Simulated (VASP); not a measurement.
Wanted: the native input for a VASP 6.6.1 run.

```yaml
Task: single point
Functional: PBE
Potentials_or_basis: VASP PAW PBE potentials, release 64 (Sb, Bi_d, Se)
Cutoff: 520 eV
k_mesh: 7 × 7 × 6
Occupations: fermi-dirac, width 0.05 eV
Spin: no spin polarisation
Dipole_correction: no
Further_INCAR_settings: ALGO = Normal; EDIFF = 1e-07; NBANDS = 20
```

The structure of BiSbSe lies in POSCAR:

```
BiSbSe
1.0
    4.7842882574      0.0000000000      0.0000000000
   -2.3921441337      4.1433151680      0.0000000000
    0.0000000000      0.0000000000      4.6708426053
Sb Bi Se
1 1 1
Direct
    0.6666666700      0.3333333300      0.5000000000
    0.0000000000      0.0000000000      0.0000000000
    0.3333333300      0.6666666700      0.5000000000
```

This cell differs from its parent crystal: volume scaled by 0.98.

The input as run:

INCAR

```
SYSTEM = BiSbSe
PREC = Accurate
ENCUT = 520
EDIFF = 1E-7
ISMEAR = -1
SIGMA = 0.05
LREAL = .FALSE.
LASPH = .TRUE.
NELM = 100
ALGO = Normal
ISIF = 2
LWAVE = .FALSE.
LCHARG = .FALSE.
GGA = PE
NBANDS = 20
```

KPOINTS

```
Automatic mesh
0
G
  7 7 6
  0 0 0
```

Potentials or basis: VASP PAW PBE potentials, release 64 (Sb, Bi_d, Se).

Launch:

```bash
$ cat potpaw_PBE.64/Sb/POTCAR potpaw_PBE.64/Bi_d/POTCAR potpaw_PBE.64/Se/POTCAR > POTCAR
$ mpirun -np 1 vasp_std > vasp.out
```

Results of the run:

The pressure is -0.3 GPa and the band gap on the k mesh is zero (band 13 reaches 6.12 eV, above the bottom of band 14 at 5.41 eV).

Caveat: spin-orbit coupling is left out, which moves the levels of the heavy elements.

Run time: 33 s on 1 thread of Intel(R) Xeon(R) 6975P-C (Granite Rapids), with other jobs on the host, peak memory 0.23 GiB.
